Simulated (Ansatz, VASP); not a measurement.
**Two plane-wave programs on PbS**

```
Pb S
1.0
     2.95468   -2.96891    0.28852
     2.95468    2.96891    0.28852
    -0.58357    0.00000    5.92619
Pb S
2 2
Direct
  0.74998 0.74998 0.75000
  0.25002 0.25002 0.25000
  0.25008 0.25008 0.75003
  0.74992 0.74992 0.24997
```

Alike in both runs: task single point; functional PBE; k mesh 6 × 6 × 4; occupations fermi-dirac, width 0.02 eV; no spin polarisation.

|  | VASP | Ansatz |
| --- | --- | --- |
| version | VASP 6.6.1 | Ansatz 0.2.0 |
| potentials or method | VASP PAW PBE potentials, release 64 (Pb_d, S) | plane waves, PAW |
| plane-wave cutoff (eV) | 520 | 420 |
| valence electrons in the cell | 40 | 40 |

VASP gave:

```
pressure (GPa) : 1.8
```

Question: What did Ansatz give for the same quantities?

Answer: Pressure (GPa): 1.9.

Spin-orbit coupling is off throughout.
